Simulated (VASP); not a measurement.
# Nd3Si2I (I-4m2) in VASP: single point with PBE

Aim: the single point of Nd3Si2I with PBE.

Everything below comes from runs of VASP 6.6.1. Logs are shortened: lines on timing, memory, paths and dates and some standing lists are left out, and cuts for length are marked.

## 1. The cell of the first run

Symmetry: I-4m2, No. 119, tetragonal system. Conventional cell: a = 5.326 Å, b = 5.326 Å, c = 13.658 Å, α = 90.00°, β = 90.00°, γ = 90.00°. Nd (site symmetry -4m2) has 4 Si at 3.43 Å and 2 Nd at 3.64 Å and 4 I at 3.77 Å within 4.5 Å. Nd (site symmetry 2mm) has 4 Si at 2.86 to 3.05 Å and 1 I at 3.19 Å and 5 Nd at 3.64 to 3.79 Å within 3.8 Å. Si (site symmetry 2mm) has 1 Si at 2.52 Å and 6 Nd at 2.86 to 3.43 Å and 2 I at 3.43 Å within 3.5 Å. Within 4.2 Å of I (site symmetry -4m2) lie 6 Nd at 3.19 to 3.77 Å and 4 Si at 3.43 Å.

The cell was built from a structure type or drawn by symmetry, and may not be a known phase.

## 2. Single point, PBE

Contents of INCAR:

```
PREC = Accurate
ENCUT = 500
EDIFF = 1E-6
ISMEAR = 0
SIGMA = 0.15
LREAL = F
LASPH = T
NELM = 200
ALGO = Normal
ISIF = 2
LWAVE = F
LCHARG = F
GGA = PE
NBANDS = 33
GGA_COMPAT = F
LMAXMIX = 6
```

Contents of KPOINTS:

```
Automatic mesh
0
Gamma
  3 3 3
```

Contents of POSCAR:

```
Nd3Si2I
1.0
   -2.6632041584      2.6632041584      6.8290020565
    2.6632041584     -2.6632041584      6.8290020565
    2.6632041584      2.6632041584     -6.8290020565
Nd Si I
3 2 1
Direct
    0.5000000000      0.5000000000      0.0000000000
    0.7661502682      0.7661502682      0.0000000000
    0.2338497318      0.2338497318      0.0000000000
    0.8420920082      0.3420920082      0.5000000000
    0.6579079918      0.1579079918      0.5000000000
    0.0000000000      0.0000000000      0.0000000000
```

Potentials or basis: VASP PAW PBE potentials, release 64 (Nd_3, Si, I), 4f in core.

Started as:

```sh
cat potpaw_PBE.64/Nd_3/POTCAR potpaw_PBE.64/Si/POTCAR potpaw_PBE.64/I/POTCAR > POTCAR
mpirun -np 1 vasp_std > vasp.out
```

OUTCAR:

```text
PREC = Accurate
   ENCUT = 500
   EDIFF = 1E-6
   ISMEAR = 0
   LREAL = F
   LASPH = T
   NELM = 200
   ISIF = 2
   GGA = PE

 ion  position               nearest neighbor table
   1  0.500  0.500  0.000-   5 3.43   4 3.43   5 3.43   4 3.43   3 3.64   2 3.64
   2  0.766  0.766  0.000-   4 2.86   4 2.86   5 3.05   5 3.05   6 3.19   1 3.64   3 3.79   3 3.79
                             3 3.79   3 3.79
   3  0.234  0.234  0.000-   5 2.86   5 2.86   4 3.05   4 3.05   6 3.19   1 3.64   2 3.79   2 3.79
                             2 3.79   2 3.79
   4  0.842  0.342  0.500-   5 2.52   2 2.86   2 2.86   3 3.05   3 3.05   1 3.43   1 3.43
   5  0.658  0.158  0.500-   4 2.52   3 2.86   3 2.86   2 3.05   2 3.05   1 3.43   1 3.43
   6  0.000  0.000  0.000-   2 3.19   3 3.19

  LATTYP: Found a body centered tetragonal cell.
 ALAT       =     5.3264083168
 C/A-ratio  =     2.5642052394

  Lattice vectors:

 A1 = (  -2.6632041584,   2.6632041584,   6.8290020565)
 A2 = (   2.6632041584,  -2.6632041584,   6.8290020565)
 A3 = (   2.6632041584,   2.6632041584,  -6.8290020565)

Analysis of symmetry for initial positions (statically):
=====================================================================
 Subroutine PRICEL returns:
 Original cell was already a primitive cell.

 Routine SETGRP: Setting up the symmetry group for a
 body centered tetragonal supercell.

 Subroutine GETGRP returns: Found  8 space group operations
 (whereof  8 operations were pure point group operations)
 out of a pool of 16 trial point group operations.

The static configuration has the point symmetry D_2d.

Analysis of symmetry for dynamics (positions and initial velocities):
=====================================================================
 Subroutine PRICEL returns:
 Original cell was already a primitive cell.

 Routine SETGRP: Setting up the symmetry group for a
 body centered tetragonal supercell.

 Subroutine GETGRP returns: Found  8 space group operations
 (whereof  8 operations were pure point group operations)
 out of a pool of 16 trial point group operations.

The dynamic configuration has the point symmetry D_2d.

 Subroutine INISYM returns: Found  8 space group operations
 (whereof  8 operations are pure point group operations),
 and found     1 'primitive' translations

----------------------------------------------------------------------------------------

                                     Primitive cell

  volume of cell :     193.7431

  direct lattice vectors                    reciprocal lattice vectors
    -2.663204158  2.663204158  6.829002057     0.000000000  0.187743774  0.073217140
     2.663204158 -2.663204158  6.829002057     0.187743774  0.000000000  0.073217140
     2.663204158  2.663204158 -6.829002057     0.187743774  0.187743774  0.000000000

  length of vectors
     7.798755149  7.798755149  7.798755149     0.201515444  0.201515444  0.265509792

  position of ions in fractional coordinates (direct lattice)
     0.500000000  0.500000000  0.000000000
     0.766150268  0.766150268  0.000000000
     0.233849732  0.233849732  0.000000000
     0.842092008  0.342092008  0.500000000
     0.657907992  0.157907992  0.500000000
     0.000000000  0.000000000  0.000000000

  ion indices of the primitive-cell ions
   primitive index   ion index
                 1           1
                 2           2
                 3           3
                 4           4
                 5           5
                 6           6

----------------------------------------------------------------------------------------

 KPOINTS: Automatic mesh

Automatic generation of k-mesh.
 Grid dimensions read from file:
 generate k-points for:    3    3    3

 Generating k-lattice:

  Cartesian coordinates                     Fractional coordinates (reciprocal lattice)
     0.000000000  0.062581258  0.024405713     0.333333333  0.000000000  0.000000000
     0.062581258  0.000000000  0.024405713     0.000000000  0.333333333  0.000000000
     0.062581258  0.062581258  0.000000000     0.000000000  0.000000000  0.333333333

  Length of vectors
     0.067171815  0.067171815  0.088503264

  Shift w.r.t. Gamma in fractional coordinates (k-lattice)
     0.000000000  0.000000000  0.000000000

 Subroutine IBZKPT returns following result:
 ===========================================

 Found      6 irreducible k-points:

 Following reciprocal coordinates:
            Coordinates               Weight
  0.000000  0.000000  0.000000      1.000000
  0.333333 -0.000000  0.000000      8.000000
  0.333333  0.333333  0.000000      8.000000
 -0.333333  0.333333  0.000000      4.000000
 -0.333333  0.333333  0.333333      4.000000
 -0.333333 -0.333333  0.333333      2.000000
   k-points           NKPTS =      6   k-points in BZ     NKDIM =      6   number of bands    NBANDS=     33
   number of dos      NEDOS =    301   number of ions     NIONS =      6
   total plane-waves  NPLWV = 216000
   dimension x,y,z NGX =    60 NGY =   60 NGZ =   60
   dimension x,y,z NGXF=   120 NGYF=  120 NGZF=  120
   ions per type =               3   2   1
   NGX,Y,Z   is equivalent  to a cutoff of  12.79, 12.79, 12.79 a.u.
   NGXF,Y,Z  is equivalent  to a cutoff of  25.58, 25.58, 25.58 a.u.
 SYSTEM =  unknown system
   PREC   = accura    normal or accurate (medium, high low for compatibility)
   ISTART =      0    job   : 0-new  1-cont  2-samecut
   ICHARG =      2    charge: 1-file 2-atom 10-const
   ISPIN  =      1    spin polarized calculation?
   LNONCOLLINEAR =      F non collinear calculations
   LSORBIT =      F    spin-orbit coupling
   LASPH  =      T    aspherical Exc in radial PAW
   ENCUT  =  500.0 eV  36.75 Ry    6.06 a.u.  14.22 14.22 14.22*2*pi/ulx,y,z
   NELM   =    200;   NELMIN=  2; NELMDL= -5     # of ELM steps
   EDIFF  = 0.1E-05   stopping-criterion for ELM
   LREAL  =      F    real-space projection
   EDIFFG = 0.1E-04   stopping-criterion for IOM
   NSW    =      0    number of steps for IOM
   IBRION =     -1    ionic relax: 0-MD 1-quasi-New 2-CG
   NFREE  =      0    steps in history (QN), initial steepest desc. (CG)
   ISIF   =      2    stress and relaxation
   ISYM   =      2    0-nonsym 1-usesym 2-fastsym
   POTIM  = 0.5000    time-step for ionic-motion
   TEBEG  =    0.0;   TEEND  =   0.0 temperature during run
   PSTRESS=    0.0 pullay stress
   NELECT =      48.0000    total number of electrons
   NUPDOWN=      -1.0000    fix difference up-down
   EMIN   =  10.00;   EMAX   =-10.00  energy-range for DOS
   EFERMI =   0.00;   METHOD = LEGACY
   ISMEAR =     0;   SIGMA  =   0.15  broadening in eV -4-tet -1-fermi 0-gaus
   EFERMI_NEDOS =   21; number of points for ismear=-14 and -15
   IALGO  =     38    algorithm
   IMIX   =      4    mixing-type and parameters
     AMIX     =   0.40;   BMIX     =  1.00
     AMIX_MAG =   1.60;   BMIX_MAG =  1.00
  volume/ion in A,a.u.               =      32.29       217.91
  Fermi-wavevector in a.u.,A,eV,Ry     =   1.028205  1.943026 14.384164  1.057206
  Thomas-Fermi vector in A             =   2.162190
   LORBIT       =      0    0 simple, 1 ext, 2 COOP (PROOUT), +10 PAW based schemes
   GGA     = PE    functional components
   LHFCALC =     F    Hartree Fock is set to
   AEXX    =    0.0000 exact exchange contribution
   IVDW    =     0    specifies the selected vdW correction
   LEPSILON=     F    determine dielectric tensor
   LRPA    =     F    only Hartree local field effects (RPA)
 non-spin polarized calculation
 Gauss-broadening in eV      SIGMA  =   0.15
  energy-cutoff  :      500.00
  volume of cell :      193.74
 maximum number of plane-waves:      4945
 NGX is ok and might be reduce to    60
   NGX = 29   NGY = 29   NGZ = 29

 number of electron      48.0000001 magnetization

 Free energy of the ion-electron system (eV)
  ---------------------------------------------------
  ext. energy  EPLUGINS =         0.00000000
  ---------------------------------------------------
  free energy    TOTEN  =       -27.77957545 eV

  energy without entropy =      -27.71735564  energy(sigma->0) =      -27.74846554

 E-fermi :   4.2024     XC(G=0):  -9.1214

 val. band max:        4.1875952543   @ k =  -0.3333   0.3333   0.0000
 cond. band min:       4.2820100406   @ k =  -0.3333  -0.3333   0.3333
 fundamental gap:      0.0944147863
 Fermi energy:         4.2023528182

 k-point     1 :       0.0000    0.0000    0.0000
  band No.  band energies     occupation
      1     -35.1909      2.00000
      2     -33.7135      2.00000
      3     -33.6560      2.00000
      4     -16.2632      2.00000
      5     -16.2632      2.00000
      6     -16.1734      2.00000
[... 25 lines left out ...]
     32       6.7206      0.00000
     33       6.7247      0.00000

 k-point     2 :       0.3333   -0.0000    0.0000
  band No.  band energies     occupation
      1     -35.1908      2.00000
      2     -33.6990      2.00000
      3     -33.6702      2.00000
      4     -16.2755      2.00000
      5     -16.2620      2.00000
      6     -16.1671      2.00000
[... 25 lines left out ...]
     32       6.5160      0.00000
     33       6.5763      0.00000

 k-point     3 :       0.3333    0.3333    0.0000
  band No.  band energies     occupation
      1     -35.1906      2.00000
      2     -33.6916      2.00000
      3     -33.6770      2.00000
      4     -16.2730      2.00000
      5     -16.2722      2.00000
      6     -16.1632      2.00000
[... 25 lines left out ...]
     32       6.3255      0.00000
     33       6.6548      0.00000

 k-point     4 :      -0.3333    0.3333    0.0000
  band No.  band energies     occupation
      1     -35.1906      2.00000
      2     -33.6914      2.00000
      3     -33.6772      2.00000
      4     -16.2735      2.00000
      5     -16.2713      2.00000
      6     -16.1654      2.00000
[... 25 lines left out ...]
     32       6.3961      0.00000
     33       6.8881      0.00000

 k-point     5 :      -0.3333    0.3333    0.3333
  band No.  band energies     occupation
      1     -35.1908      2.00000
      2     -33.6991      2.00000
      3     -33.6700      2.00000
      4     -16.2758      2.00000
      5     -16.2623      2.00000
      6     -16.1620      2.00000
[... 25 lines left out ...]
     32       6.7281      0.00000
     33       6.8158      0.00000

 k-point     6 :      -0.3333   -0.3333    0.3333
  band No.  band energies     occupation
      1     -35.1909      2.00000
      2     -33.7137      2.00000
      3     -33.6559      2.00000
      4     -16.2637      2.00000
      5     -16.2637      2.00000
      6     -16.1636      2.00000
[... 25 lines left out ...]
     32       7.0452      0.00000
     33       7.0534      0.00000

------------------------ aborting loop because EDIFF is reached ----------------------------------------

  FORCE on cell =-STRESS in cart. coord.  units (eV):
  Direction    XX          YY          ZZ          XY          YZ          ZX
  --------------------------------------------------------------------------------------
  -------------------------------------------------------------------------------------
  Total        0.2737458      0.2737458      0.7114837      0.0000000     -0.0000000      0.0000000
  in kB        2.2637683      2.2637683      5.8836847      0.0000000     -0.0000000      0.0000000
  external PRESSURE =       3.4704071 kB  Pullay stress =       0.0000000 kB

 VOLUME and BASIS-vectors are now :
 -----------------------------------------------------------------------------
  energy-cutoff  :      500.00
  volume of cell :      193.74
      direct lattice vectors                 reciprocal lattice vectors
    -2.663204158  2.663204158  6.829002057     0.000000000  0.187743774  0.073217140
     2.663204158 -2.663204158  6.829002057     0.187743774  0.000000000  0.073217140
     2.663204158  2.663204158 -6.829002057     0.187743774  0.187743774  0.000000000

 POSITION                                       TOTAL-FORCE (eV/Angst)
 -----------------------------------------------------------------------------------
      0.00000      0.00000      6.82900         0.000000     -0.000000     -0.000000
      0.00000      0.00000     10.46408        -0.000000      0.000000      0.075342
      0.00000      0.00000      3.19392        -0.000000      0.000000     -0.075342
      0.00000      2.66320      4.67229         0.000000     -0.000000      0.011991
      0.00000      2.66320      2.15671         0.000000     -0.000000     -0.011991
      0.00000      0.00000      0.00000         0.000000     -0.000000     -0.000000
 -----------------------------------------------------------------------------------
    total drift:                                0.000000     -0.000000     -0.000000

  FREE ENERGIE OF THE ION-ELECTRON SYSTEM (eV)
  ---------------------------------------------------
  free  energy   TOTEN  =       -27.7795754453 eV

  energy  without entropy=      -27.7173556446  energy(sigma->0) =      -27.74846554
```

Run time: 91 s. Hardware: 1 thread of AMD EPYC 7R13 (Zen 3), shared host; peak memory 0.42 GiB.

What came out:

* Free energy: -27.7796 eV
* Pressure: 0.3 GPa
* Largest force: 0.075 eV/Å
* Band gap on the k mesh: zero (bands 24 and 25 overlap by 0.67 eV)

Forces in eV/Å, atoms in the order of the input:
```
Nd   0.000  0.000  0.000
Nd   0.000  0.000  0.075
Nd   0.000  0.000 -0.075
Si   0.000  0.000  0.012
Si   0.000  0.000 -0.012
I    0.000  0.000  0.000
```

Stress tensor (GPa, compression positive):
```
0.23 0.00 0.00
0.00 0.23 0.00
0.00 0.00 0.59
```

Caveat: the k points lie up to 0.42 Å⁻¹ apart, too coarse for converged energies and pressures of a metal; spin-orbit coupling is left out, which moves the levels of the heavy elements; the 4f electrons are frozen in the core, so they carry no moment and show no levels; the run has no spin polarisation, though such a crystal can be magnetic.
